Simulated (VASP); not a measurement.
# BN (P6_3mc) in VASP: settings compared, part 2 of 2

VASP 6.6.1.

## Step 4: Single point, PBE

This run uses another cell than the first one, of 5.97 Å³/atom.

The input, INCAR:

```
SYSTEM = BN
PREC     = Accurate       ! precision mode
ENCUT    = 600            ! plane-wave cutoff, eV
EDIFF    = 1E-6           ! SCF threshold, eV
ISMEAR   = 0              ! smearing method
SIGMA    = 0.01           ! smearing width, eV
LREAL    = .FALSE.        ! projectors in reciprocal space
LASPH    = .TRUE.         ! aspherical terms in the spheres
NELM     = 120            ! most SCF steps
ALGO     = Normal         ! electronic algorithm
ISIF     = 2              ! what is computed and relaxed
LWAVE    = .FALSE.        ! write WAVECAR
LCHARG   = .FALSE.        ! write CHGCAR
GGA      = PE             ! functional
NBANDS   = 16             ! bands
GGA_COMPAT= .FALSE.
```

The input, KPOINTS:

```
regular mesh
0
G
  9 9 4
  0 0 0
```

The input, POSCAR:

```
BN
1.0
    2.5539396017      0.0000000000      0.0000000000
   -1.2769698009      2.2117765748      0.0000000000
    0.0000000000      0.0000000000      4.2268550000
N B
2 2
Direct
    0.3333333333      0.6666666667      0.1252760000
    0.6666666667      0.3333333333      0.6252760000
    0.3333333333      0.6666666667      0.4997240000
    0.6666666667      0.3333333333      0.9997240000
```

Potentials or basis: VASP PAW PBE potentials, release 64 (N, B).

Run with:

```sh
$ cat potpaw_PBE.64/N/POTCAR potpaw_PBE.64/B/POTCAR > POTCAR
$ mpirun -np 1 vasp_std > vasp.out
```

OUTCAR:

```text
SYSTEM = BN
   PREC = Accurate
   ENCUT = 600
   EDIFF = 1E-6
   ISMEAR = 0
   LREAL = .FALSE.
   LASPH = .TRUE.
   NELM = 120
   ISIF = 2
   GGA = PE

 ion  position               nearest neighbor table
   1  0.333  0.667  0.125-   4 1.57   4 1.57   4 1.57   3 1.58
   2  0.667  0.333  0.625-   3 1.57   3 1.57   3 1.57   4 1.58
   3  0.333  0.667  0.500-   2 1.57   2 1.57   2 1.57   1 1.58
   4  0.667  0.333  1.000-   1 1.57   1 1.57   1 1.57   2 1.58

  LATTYP: Found a hexagonal cell.
 ALAT       =     2.5539396017
 C/A-ratio  =     1.6550332659

  Lattice vectors:

 A1 = (   2.5539396017,   0.0000000000,   0.0000000000)
 A2 = (  -1.2769698009,   2.2117765748,   0.0000000000)
 A3 = (   0.0000000000,   0.0000000000,   4.2268550000)

Analysis of symmetry for initial positions (statically):
=====================================================================
 Subroutine PRICEL returns:
 Original cell was already a primitive cell.

 Routine SETGRP: Setting up the symmetry group for a
 hexagonal supercell.

 Subroutine GETGRP returns: Found 12 space group operations
 (whereof  6 operations were pure point group operations)
 out of a pool of 24 trial point group operations.

The static configuration has the point symmetry C_3v.
 The point group associated with its full space group is C_6v.

Analysis of symmetry for dynamics (positions and initial velocities):
=====================================================================
 Subroutine PRICEL returns:
 Original cell was already a primitive cell.

 Routine SETGRP: Setting up the symmetry group for a
 hexagonal supercell.

 Subroutine GETGRP returns: Found 12 space group operations
 (whereof  6 operations were pure point group operations)
 out of a pool of 24 trial point group operations.

The dynamic configuration has the point symmetry C_3v.
 The point group associated with its full space group is C_6v.

 Subroutine INISYM returns: Found 12 space group operations
[... 121 lines left out ...]
     AMIX_MAG =   1.60;   BMIX_MAG =  1.00
  volume/ion in A,a.u.               =       5.97        40.28
  Fermi-wavevector in a.u.,A,eV,Ry     =   1.432600  2.707222 27.923836  2.052344
  Thomas-Fermi vector in A             =   2.552210
   LORBIT       =      0    0 simple, 1 ext, 2 COOP (PROOUT), +10 PAW based schemes
   GGA     = PE    functional components
   LHFCALC =     F    Hartree Fock is set to
   AEXX    =    0.0000 exact exchange contribution
   IVDW    =     0    specifies the selected vdW correction
   LEPSILON=     F    determine dielectric tensor
   LRPA    =     F    only Hartree local field effects (RPA)
 non-spin polarized calculation
 Gauss-broadening in eV      SIGMA  =   0.01
  energy-cutoff  :      600.00
  volume of cell :       23.88
 maximum number of plane-waves:       810
   NGX = 11   NGY = 11   NGZ = 17

 number of electron      16.0000003 magnetization

 Free energy of the ion-electron system (eV)
  ---------------------------------------------------
  ext. energy  EPLUGINS =         0.00000000
  ---------------------------------------------------
  free energy    TOTEN  =       -34.83975930 eV

  energy without entropy =      -34.83975930  energy(sigma->0) =      -34.83975930

 E-fermi :   7.4851     XC(G=0): -12.7612

 val. band max:        7.4317102564   @ k =   0.0000   0.0000   0.0000
 cond. band min:      12.6281934716   @ k =   0.3333   0.3333   0.0000
 fundamental gap:      5.1964832153
 Fermi energy:         7.4850725000

 k-point     1 :       0.0000    0.0000    0.0000
  band No.  band energies     occupation
      1     -12.8574      2.00000
      2      -8.7579      2.00000
      3      -3.3946      2.00000
      4       5.3328      2.00000
      5       5.3328      2.00000
      6       7.1566      2.00000
[... 433 lines left out ...]
      3      -1.3138      2.00000
      4      -0.7372      2.00000
      5      -0.7372      2.00000
      6       1.2378      2.00000
[... 8 lines left out ...]
     15      23.6493      0.00000
     16      23.6493      0.00000

 [... further k-points ...]

------------------------ aborting loop because EDIFF is reached ----------------------------------------

  FORCE on cell =-STRESS in cart. coord.  units (eV):
  Direction    XX          YY          ZZ          XY          YZ          ZX
  --------------------------------------------------------------------------------------
  -------------------------------------------------------------------------------------
  Total        0.0266501      0.0266501     -0.0886484     -0.0000000      0.0000000      0.0000000
  in kB        1.7883024      1.7883024     -5.9485682     -0.0000000      0.0000000      0.0000000
  external PRESSURE =      -0.7906545 kB  Pullay stress =       0.0000000 kB

 VOLUME and BASIS-vectors are now :
 -----------------------------------------------------------------------------
  energy-cutoff  :      600.00
  volume of cell :       23.88
      direct lattice vectors                 reciprocal lattice vectors
     2.553939602  0.000000000  0.000000000     0.391551938  0.226062617  0.000000000
    -1.276969801  2.211776575  0.000000000     0.000000000  0.452125233  0.000000000
     0.000000000  0.000000000  4.226855000     0.000000000  0.000000000  0.236582518

 POSITION                                       TOTAL-FORCE (eV/Angst)
 -----------------------------------------------------------------------------------
     -0.00000      1.47452      0.52952         0.000000     -0.000000     -0.014808
      1.27697      0.73726      2.64295        -0.000000      0.000000     -0.014808
     -0.00000      1.47452      2.11226        -0.000000     -0.000000      0.014808
      1.27697      0.73726      4.22569        -0.000000      0.000000      0.014808
 -----------------------------------------------------------------------------------
    total drift:                               -0.000000      0.000000      0.000223

  FREE ENERGIE OF THE ION-ELECTRON SYSTEM (eV)
  ---------------------------------------------------
  free  energy   TOTEN  =       -34.8397592973 eV

  energy  without entropy=      -34.8397592973  energy(sigma->0) =      -34.83975930
```

Wall time 6.8 s (1 thread of Intel Xeon 6975P-C (Granite Rapids), shared host); peak memory 0.13 GiB.

What came out:

- Free energy: -34.8398 eV
- Pressure: -0.1 GPa
- Largest force: 0.015 eV/Å
- Band gap on the k mesh: 5.20 eV (least direct gap 8.22 eV)

Forces on the atoms (eV/Å):
```
N    0.000  0.000 -0.015
N    0.000  0.000 -0.015
B    0.000  0.000  0.015
B    0.000  0.000  0.015
```

Levels at points of the mesh, in eV from the valence-band top:
| k point | band 6 | band 7 | band 8 | band 9 | band 10 | band 11 |
| --- | --- | --- | --- | --- | --- | --- |
| (0.00, 0.00, 0.00) | -0.28 | 0.00 | 0.00 | 8.33 | 8.33 | 8.53 |
| (0.00, 0.00, 0.50) | -1.16 | -1.16 | -1.16 | 9.41 | 9.41 | 9.88 |

Caveat: an odd mesh through Γ misses points on the zone boundary, where band edges can lie.
